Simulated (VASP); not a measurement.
# PtS2 (P-3m1) in VASP: a series of runs, part 2 of 2

VASP 6.6.1.

## Step 3: Single point, PBE

INCAR

```
SYSTEM = PtS2
PREC = Accurate
ENCUT = 500
EDIFF = 1E-6
ISMEAR = 1
SIGMA = 0.27211386245988
LREAL = .False.
LASPH = .True.
NELM = 120
ALGO = Normal
ISIF = 2
LWAVE = .False.
LCHARG = .False.
GGA = PE
NELECT = 21.75
NBANDS = 18
GGA_COMPAT = .False.
```

KPOINTS

```
Automatic mesh
0
Gamma
  3 3 2
  0 0 0
```

POSCAR

```
PtS2
1.0
    3.5431994758      0.0000000000      0.0000000000
   -1.7715997379      3.0685007567      0.0000000000
    0.0000000000      0.0000000000      5.0388000000
Pt S
1 2
Direct
    0.0000000000      0.0000000000      0.0000000000
    0.3333333333      0.6666666667      0.2500000000
    0.6666666667      0.3333333333      0.7500000000
```

Potentials or basis: VASP PAW PBE potentials, release 64 (Pt, S).

On the command line:

```bash
$ cat potpaw_PBE.64/Pt/POTCAR potpaw_PBE.64/S/POTCAR > POTCAR
$ mpirun -np 1 vasp_std > vasp.out
```

OUTCAR:

```text
SYSTEM = PtS2
   PREC = Accurate
   ENCUT = 500
   EDIFF = 1E-6
   ISMEAR = 1
   LREAL = .False.
   LASPH = .True.
   NELM = 120
   ISIF = 2
   GGA = PE
   NELECT = 21.75

 ion  position               nearest neighbor table
   1  0.000  0.000  0.000-   2 2.40   3 2.40   2 2.40   3 2.40   3 2.40   2 2.40
   2  0.333  0.667  0.250-   1 2.40   1 2.40   1 2.40
   3  0.667  0.333  0.750-   1 2.40   1 2.40   1 2.40

  LATTYP: Found a hexagonal cell.
 ALAT       =     3.5431994758
 C/A-ratio  =     1.4221045229

  Lattice vectors:

 A1 = (   3.5431994758,   0.0000000000,   0.0000000000)
 A2 = (  -1.7715997379,   3.0685007567,   0.0000000000)
 A3 = (   0.0000000000,   0.0000000000,   5.0388000000)

Analysis of symmetry for initial positions (statically):
=====================================================================
 Subroutine PRICEL returns:
 Original cell was already a primitive cell.

 Routine SETGRP: Setting up the symmetry group for a
 hexagonal supercell.

 Subroutine GETGRP returns: Found 12 space group operations
 (whereof 12 operations were pure point group operations)
 out of a pool of 24 trial point group operations.

The static configuration has the point symmetry D_3d.

Analysis of symmetry for dynamics (positions and initial velocities):
=====================================================================
 Subroutine PRICEL returns:
 Original cell was already a primitive cell.

 Routine SETGRP: Setting up the symmetry group for a
 hexagonal supercell.

 Subroutine GETGRP returns: Found 12 space group operations
 (whereof 12 operations were pure point group operations)
 out of a pool of 24 trial point group operations.

The dynamic configuration has the point symmetry D_3d.

 Subroutine INISYM returns: Found 12 space group operations
 (whereof 12 operations are pure point group operations),
 and found     1 'primitive' translations

----------------------------------------------------------------------------------------

                                     Primitive cell

  volume of cell :      54.7834

  direct lattice vectors                    reciprocal lattice vectors
     3.543199476  0.000000000  0.000000000     0.282230794  0.162946025  0.000000000
    -1.771599738  3.068500757  0.000000000     0.000000000  0.325892049  0.000000000
     0.000000000  0.000000000  5.038800000     0.000000000  0.000000000  0.198459951

  length of vectors
     3.543199476  3.543199476  5.038800000     0.325892049  0.325892049  0.198459951

  position of ions in fractional coordinates (direct lattice)
     0.000000000  0.000000000  0.000000000
     0.333333333  0.666666667  0.250000000
     0.666666667  0.333333333  0.750000000

  ion indices of the primitive-cell ions
   primitive index   ion index
                 1           1
                 2           2
                 3           3

----------------------------------------------------------------------------------------

 KPOINTS: Automatic mesh

Automatic generation of k-mesh.
 Grid dimensions read from file:
 generate k-points for:    3    3    2

 Generating k-lattice:

  Cartesian coordinates                     Fractional coordinates (reciprocal lattice)
     0.094076931  0.054315342  0.000000000     0.333333333  0.000000000  0.000000000
     0.000000000  0.108630683  0.000000000     0.000000000  0.333333333  0.000000000
     0.000000000  0.000000000  0.099229975     0.000000000  0.000000000  0.500000000

  Length of vectors
     0.108630683  0.108630683  0.099229975

  Shift w.r.t. Gamma in fractional coordinates (k-lattice)
     0.000000000  0.000000000  0.000000000

 Subroutine IBZKPT returns following result:
 ===========================================

 Found      6 irreducible k-points:

 Following reciprocal coordinates:
            Coordinates               Weight
  0.000000  0.000000  0.000000      1.000000
  0.333333 -0.000000  0.000000      6.000000
  0.333333  0.333333  0.000000      2.000000
  0.000000  0.000000  0.500000      1.000000
  0.333333 -0.000000  0.500000      6.000000
  0.333333  0.333333  0.500000      2.000000
   k-points           NKPTS =      6   k-points in BZ     NKDIM =      6   number of bands    NBANDS=     18
   number of dos      NEDOS =    301   number of ions     NIONS =      3
   total plane-waves  NPLWV =  31360
   dimension x,y,z NGX =    28 NGY =   28 NGZ =   40
   dimension x,y,z NGXF=    56 NGYF=   56 NGZF=   80
   ions per type =               1   2
   NGX,Y,Z   is equivalent  to a cutoff of  13.14, 13.14, 13.20 a.u.
   NGXF,Y,Z  is equivalent  to a cutoff of  26.28, 26.28, 26.39 a.u.
 SYSTEM =  PtS2
   PREC   = accura    normal or accurate (medium, high low for compatibility)
   ISTART =      0    job   : 0-new  1-cont  2-samecut
   ICHARG =      2    charge: 1-file 2-atom 10-const
   ISPIN  =      1    spin polarized calculation?
   LNONCOLLINEAR =      F non collinear calculations
   LSORBIT =      F    spin-orbit coupling
   LASPH  =      T    aspherical Exc in radial PAW
   ENCUT  =  500.0 eV  36.75 Ry    6.06 a.u.   6.46  6.46  9.19*2*pi/ulx,y,z
   NELM   =    120;   NELMIN=  2; NELMDL= -5     # of ELM steps
   EDIFF  = 0.1E-05   stopping-criterion for ELM
   LREAL  =      F    real-space projection
   EDIFFG = 0.1E-04   stopping-criterion for IOM
   NSW    =      0    number of steps for IOM
   IBRION =     -1    ionic relax: 0-MD 1-quasi-New 2-CG
   NFREE  =      0    steps in history (QN), initial steepest desc. (CG)
   ISIF   =      2    stress and relaxation
   ISYM   =      2    0-nonsym 1-usesym 2-fastsym
   POTIM  = 0.5000    time-step for ionic-motion
   TEBEG  =    0.0;   TEEND  =   0.0 temperature during run
   PSTRESS=    0.0 pullay stress
   NELECT =      21.7500    total number of electrons
   NUPDOWN=      -1.0000    fix difference up-down
   EMIN   =  10.00;   EMAX   =-10.00  energy-range for DOS
   EFERMI =   0.00;   METHOD = LEGACY
   ISMEAR =     1;   SIGMA  =   0.27  broadening in eV -4-tet -1-fermi 0-gaus
   EFERMI_NEDOS =   21; number of points for ismear=-14 and -15
   IALGO  =     38    algorithm
   IMIX   =      4    mixing-type and parameters
     AMIX     =   0.40;   BMIX     =  1.00
     AMIX_MAG =   1.60;   BMIX_MAG =  1.00
  volume/ion in A,a.u.               =      18.26       123.23
  Fermi-wavevector in a.u.,A,eV,Ry     =   1.203220  2.273756 19.697666  1.447738
  Thomas-Fermi vector in A             =   2.338979
   LORBIT       =      0    0 simple, 1 ext, 2 COOP (PROOUT), +10 PAW based schemes
   GGA     = PE    functional components
   LHFCALC =     F    Hartree Fock is set to
   AEXX    =    0.0000 exact exchange contribution
   IVDW    =     0    specifies the selected vdW correction
   LEPSILON=     F    determine dielectric tensor
   LRPA    =     F    only Hartree local field effects (RPA)
 non-spin polarized calculation
 Methfessel and Paxton  Order N= 1 SIGMA  =   0.27
  energy-cutoff  :      500.00
  volume of cell :       54.78
 maximum number of plane-waves:      1411
 NGX is ok and might be reduce to    28
   NGX = 13   NGY = 13   NGZ = 19

 number of electron      21.7500000 magnetization

 Free energy of the ion-electron system (eV)
  ---------------------------------------------------
  ext. energy  EPLUGINS =         0.00000000
  ---------------------------------------------------
  free energy    TOTEN  =       -16.99382459 eV

  energy without entropy =      -16.98892250  energy(sigma->0) =      -16.99219056

 E-fermi :   5.7809     XC(G=0): -10.6372

 val. band max:        5.6829361783   @ k =   0.0000   0.0000   0.0000
 cond. band min:       6.7495139866   @ k =   0.0000   0.0000   0.0000
 fundamental gap:      1.0665778082
 Fermi energy:         5.7809171000

 k-point     1 :       0.0000    0.0000    0.0000
  band No.  band energies     occupation
      1      -8.4417      2.00000
      2      -5.6522      2.00000
      3      -0.2286      2.00000
      4       0.4036      2.00000
      5       0.4036      2.00000
      6       3.0697      2.00000
[... 10 lines left out ...]
     17      14.8981      0.00000
     18      19.7365      0.00000
[... 85 lines left out ...]
 k-point     6 :       0.3333    0.3333    0.5000
  band No.  band energies     occupation
      1      -6.3367      2.00000
      2      -6.3367      2.00000
      3       0.5572      2.00000
      4       0.5572      2.00000
      5       0.7900      2.00000
      6       2.4487      2.00000
[... 10 lines left out ...]
     17      14.8903      0.00000
     18      17.4330      0.00000

------------------------ aborting loop because EDIFF is reached ----------------------------------------

  FORCE on cell =-STRESS in cart. coord.  units (eV):
  Direction    XX          YY          ZZ          XY          YZ          ZX
  --------------------------------------------------------------------------------------
  -------------------------------------------------------------------------------------
  Total       -2.4391485     -2.4391485     -3.8533338     -0.0000000     -0.0000000     -0.0000000
  in kB      -71.3345388    -71.3345388   -112.6933420     -0.0000000     -0.0000000     -0.0000000
  external PRESSURE =     -85.1208066 kB  Pullay stress =       0.0000000 kB

 VOLUME and BASIS-vectors are now :
 -----------------------------------------------------------------------------
  energy-cutoff  :      500.00
  volume of cell :       54.78
      direct lattice vectors                 reciprocal lattice vectors
     3.543199476  0.000000000  0.000000000     0.282230794  0.162946025  0.000000000
    -1.771599738  3.068500757  0.000000000     0.000000000  0.325892049  0.000000000
     0.000000000  0.000000000  5.038800000     0.000000000  0.000000000  0.198459951

 POSITION                                       TOTAL-FORCE (eV/Angst)
 -----------------------------------------------------------------------------------
      0.00000      0.00000      0.00000         0.000000      0.000000     -0.000000
     -0.00000      2.04567      1.25970        -0.000000     -0.000000     -0.448724
      1.77160      1.02283      3.77910         0.000000      0.000000      0.448724
 -----------------------------------------------------------------------------------
    total drift:                               -0.000000     -0.000000     -0.000000

  FREE ENERGIE OF THE ION-ELECTRON SYSTEM (eV)
  ---------------------------------------------------
  free  energy   TOTEN  =       -16.9938245910 eV

  energy  without entropy=      -16.9889224993  energy(sigma->0) =      -16.99219056
```

OSZICAR:

```text
N       E                     dE             d eps       ncg     rms          rms(c)
DAV:   1     0.101697945560E+03    0.10170E+03   -0.94282E+03   216   0.993E+02
DAV:   2    -0.135536162050E+02   -0.11525E+03   -0.11168E+03   268   0.211E+02
DAV:   3    -0.182663019268E+02   -0.47127E+01   -0.46669E+01   262   0.433E+01
DAV:   4    -0.183162789674E+02   -0.49977E-01   -0.49954E-01   284   0.495E+00
DAV:   5    -0.183170547653E+02   -0.77580E-03   -0.77578E-03   268   0.582E-01    0.176E+01
DAV:   6    -0.174002607696E+02    0.91679E+00   -0.69195E+00   220   0.243E+01    0.120E+01
DAV:   7    -0.170080200799E+02    0.39224E+00   -0.13319E+00   218   0.118E+01    0.570E+00
DAV:   8    -0.169995495045E+02    0.84706E-02   -0.95912E-02   240   0.188E+00    0.129E+00
DAV:   9    -0.169937035170E+02    0.58460E-02   -0.14717E-02   240   0.121E+00    0.300E-01
DAV:  10    -0.169937818859E+02   -0.78369E-04   -0.20467E-03   264   0.277E-01    0.111E-01
DAV:  11    -0.169938223544E+02   -0.40469E-04   -0.14309E-04   264   0.103E-01    0.512E-02
DAV:  12    -0.169938235719E+02   -0.12175E-05   -0.22210E-05   256   0.408E-02    0.175E-02
DAV:  13    -0.169938246932E+02   -0.11213E-05   -0.24466E-06   242   0.112E-02    0.430E-03
DAV:  14    -0.169938245910E+02    0.10221E-06   -0.41659E-07   138   0.606E-03
   1 F= -.16993825E+02 E0= -.16992191E+02  d E =-.490209E-02
```

Wall time 10 s (1 thread of Intel Xeon 6975P-C, shared host); peak memory 0.17 GiB.

Results:

```
Free energy   : -16.9938 eV
Largest force : 0.449 eV/Å
```

Forces on the atoms (eV/Å):
```
Pt   0.000  0.000  0.000
S    0.000  0.000 -0.449
S    0.000  0.000  0.449
```

Levels at points of the mesh, in eV from the Fermi level:
| k point | band 9 | band 10 | band 11 | band 12 | band 13 | band 14 |
| --- | --- | --- | --- | --- | --- | --- |
| (0.00, 0.00, 0.00) | -0.10 | -0.10 | 0.97 | 2.81 | 2.81 | 5.63 |
| (0.00, 0.00, 0.50) | -0.41 | -0.41 | -0.25 | 3.47 | 3.47 | 6.63 |

Caveat: the k points lie up to 0.68 Å⁻¹ apart; the cell carries a net charge on a neutralising background, which shifts energy and pressure; the cell is charged against a uniform background, so pressure and absolute levels hang on convention; spin-orbit coupling is left out, which moves the levels of the heavy elements.

## Step 4: Relaxation of volume and atoms at fixed shape, PBE

INCAR

```
SYSTEM = PtS2
ALGO = Normal ; EDIFF = 1E-7
EDIFFG = -0.01 ; ENCUT = 500
GGA = PE ; GGA_COMPAT = .FALSE.
IBRION = 2 ; ISIF = 8
ISMEAR = 1 ; LASPH = .TRUE.
LCHARG = .FALSE. ; LREAL = .FALSE.
LWAVE = .FALSE. ; NELM = 120
NELMIN = 4 ; NSW = 25
PREC = Accurate ; SIGMA = 0.083
```

KPOINTS

```
k-points
0
G
  3 3 1
  0 0 0
```

POSCAR is that of step 3.

On the command line:

```bash
$ cat potpaw_PBE.64/Pt/POTCAR potpaw_PBE.64/S/POTCAR > POTCAR
$ mpirun -np 1 vasp_std > vasp.out
```

Wall time 35 s (1 thread of Intel Xeon 6975P-C, shared host); peak memory 0.18 GiB.

Results (log left out):

| Quantity | Value |
| --- | --- |
| Free energy | -15.5831 eV |
| Relaxed volume | 19.08 Å³/atom |
| Relaxed cell | a = 3.596 Å, b = 3.596 Å, c = 5.113 Å, α = 90.00°, β = 90.00°, γ = 120.00° |
| Space group after relaxing (to 0.05 Å) | P-3m1 (No. 164) |
| Energy gained by relaxing | 15.1 meV/atom |
| Ionic steps | 8 |
| Pressure after relaxing | 0.1 GPa |
| Largest force after relaxing | 0.010 eV/Å |
| Band gap on the k mesh | 0.88 eV, indirect (least direct gap 2.17 eV) |

Forces in eV/Å, atoms in the order of the input:
```
Pt   0.000  0.000  0.000
S    0.000  0.000 -0.010
S    0.000  0.000  0.010
```

Stress tensor (GPa, compression positive):
```
-0.57  0.00  0.00
 0.00 -0.57  0.00
 0.00  0.00  1.32
```

The path:
| step | energy change (eV) | largest force (eV/Å) | pressure (GPa) | volume (Å³) |
| --- | --- | --- | --- | --- |
| 1 | 0.0000 | 0.5136 | 0.45 | 54.78 |
| 2 | -0.0218 | 0.2826 | 1.16 | 55.19 |
| 3 | -0.0363 | 0.1094 | 2.39 | 55.86 |
| 4 | -0.0451 | 0.0070 | 0.25 | 57.09 |
| 5 | -0.0453 | 0.0260 | -0.09 | 57.30 |
| 6 | -0.0453 | 0.0235 | -0.04 | 57.27 |
| 7 | -0.0453 | 0.0129 | 0.04 | 57.25 |
| 8 | -0.0453 | 0.0097 | 0.06 | 57.25 |

Final structure:
```
Pt S
1.0
     3.59556    0.00000    0.00000
    -1.79778    3.11384    0.00000
     0.00000    0.00000    5.11326
Pt S
1 2
Direct
  0.00000 0.00000 0.00000
  0.33333 0.66667 0.23429
  0.66667 0.33333 0.76571
```

Levels at points of the mesh, in eV from the valence-band top:
```csv
k point,band 8,band 9,band 10,band 11,band 12,band 13,band 14,band 15
"(0.00, 0.00, 0.00)",-1.83,-1.03,-1.03,0.00,2.17,2.17,4.81,5.32
```

Caveat: the k points lie up to 1.23 Å⁻¹ apart in the final cell; spin-orbit coupling is left out, which moves the levels of the heavy elements.
